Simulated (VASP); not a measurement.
A run of VASP 6.6.1 is set up as follows.

INCAR

```
SYSTEM = LiNbO3
ALGO = Normal ; EDIFF = 1E-7
ENCUT = 520 ; GGA = PE
ISIF = 2 ; ISMEAR = 0
LASPH = .True. ; LCHARG = .True.
LELF = .True. ; LREAL = .False.
LVHAR = .True. ; LWAVE = .False.
NBANDS = 45 ; NELM = 80
PREC = Accurate ; SIGMA = 0.05
```

File KPOINTS:

```
k-points
0
Gamma
  6 6 6
  0 0 0
```

The input POSCAR:

```
LiNbO3
1.0
    2.5948427099      1.4981331371      4.6721811297
   -2.5948427099      1.4981331371      4.6721811297
    0.0000000000     -2.9962662741      4.6721811297
Li Nb O
2 2 6
Direct
    0.2816289705      0.2816289705      0.2816289705
    0.7816289705      0.7816289705      0.7816289705
    0.0033438011      0.0099075145     -0.0069914545
    0.5033438011      0.5099075145      0.4930085455
    0.1105883052      0.3579662670      0.7210657481
    0.7210657481      0.1105883052      0.3579662670
    0.3579662670      0.7210657481      0.1105883052
    0.2210657481      0.8579662670      0.6105883052
    0.8579662670      0.6105883052      0.2210657481
    0.6105883052      0.2210657481      0.8579662670
```

Potentials or basis: VASP PAW PBE potentials, release 64 (Li_sv, Nb_sv, O).

The run is started by

```sh
$ cat potpaw_PBE.64/Li_sv/POTCAR potpaw_PBE.64/Nb_sv/POTCAR potpaw_PBE.64/O/POTCAR > POTCAR
$ mpirun -np 1 vasp_std > vasp.out
```

Problem. Estimate the largest force.

Solution. 1.026 eV/Å.

Problem. Estimate the band gap on the k mesh.

Solution. 3.59 eV.

Forces on the atoms (eV/Å):
```
Li   0.028  0.122  0.030
Li  -0.103  0.069  0.030
Nb  -0.071 -0.939 -0.408
Nb   0.622 -0.512 -0.402
O   -0.277  0.522  0.324
O    0.052  0.179 -0.029
O    0.023  0.009  0.081
O   -0.333  0.006  0.217
O    0.150  0.307  0.196
O   -0.092  0.236 -0.040
```

Caveat: the cell differs from its parent crystal (all Nb atoms moved +0.050 Å, as atom 3 towards its neighbour atom 5 (O) at 1.884 Å); forces of over 1 eV/Å act on the atoms, so gaps and moduli don't describe the material at rest. A k mesh can miss the band edges.
